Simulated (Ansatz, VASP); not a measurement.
**Two plane-wave programs on ZnF2**

INCAR

```
SYSTEM = ZnF2
PREC = Accurate
ENCUT = 600
EDIFF = 1E-6
ISMEAR = 0
SIGMA = 0.01
LREAL = .False.
LASPH = .True.
NELM = 120
ALGO = Normal
ISIF = 2
LWAVE = .False.
LCHARG = .False.
GGA = PE
NBANDS = 35
GGA_COMPAT = .False.
```

Contents of KPOINTS:

```
regular mesh
0
Gamma
  4 4 6
  0 0 0
```

File POSCAR:

```
ZnF2
1.0
    4.7819415795      0.0000000000      0.0000000000
    0.0000000000      4.7819415795      0.0000000000
    0.0000000000      0.0000000000      3.1851829030
Zn F
2 4
Direct
    0.0000000000      0.0000000000      0.0000000000
    0.5000000000      0.5000000000      0.5000000000
    0.3024000000      0.3024000000      0.0000000000
    0.1976000000      0.8024000000      0.5000000000
    0.6976000000      0.6976000000      0.0000000000
    0.8024000000      0.1976000000      0.5000000000
```

Input for Ansatz:

```yaml
crystal:
  lattice:
    - [4.781941579542522, 0.0, 0.0]
    - [0.0, 4.781941579542522, 0.0]
    - [0.0, 0.0, 3.185182902986388]
  atoms:
    - { symbol: Zn, position: [0.0, 0.0, 0.0] }
    - { symbol: Zn, position: [0.5, 0.5, 0.5] }
    - { symbol: F, position: [0.3024, 0.3024, 0.0] }
    - { symbol: F, position: [0.1976, 0.8024, 0.5] }
    - { symbol: F, position: [0.6976, 0.6976, 0.0] }
    - { symbol: F, position: [0.8024, 0.1976, 0.5] }
basis:
  ecutwfc: 500.0
kpoints:
  mp_grid:
    grid: [4, 4, 6]
hamiltonian:
  xc: pbe
  pseudopotentials:
    kind: paw
scf:
  occupations:
    method: fixed
output:
  stress: true
```

Alike in both runs: task single point; functional PBE; k mesh 4 × 4 × 6; no spin polarisation.

|  | VASP | Ansatz |
| --- | --- | --- |
| version | VASP 6.6.1 | Ansatz 0.2.0 |
| potentials or method | VASP PAW PBE potentials, release 64 (Zn, F), cutoff 600 eV | plane waves, PAW |
| occupations | gaussian, width 0.01 eV | fixed |
| valence electrons in the cell | 52 | 52 |

Ansatz gave:

```
pressure (GPa)                                                : 0.2
traceless stress, the component that is largest in VASP (GPa) : -0.30
```

**Question.** What did VASP give for the same quantities?

**Answer.** Pressure (GPa): 0.6; traceless stress, the component that is largest in VASP (GPa): -0.16.
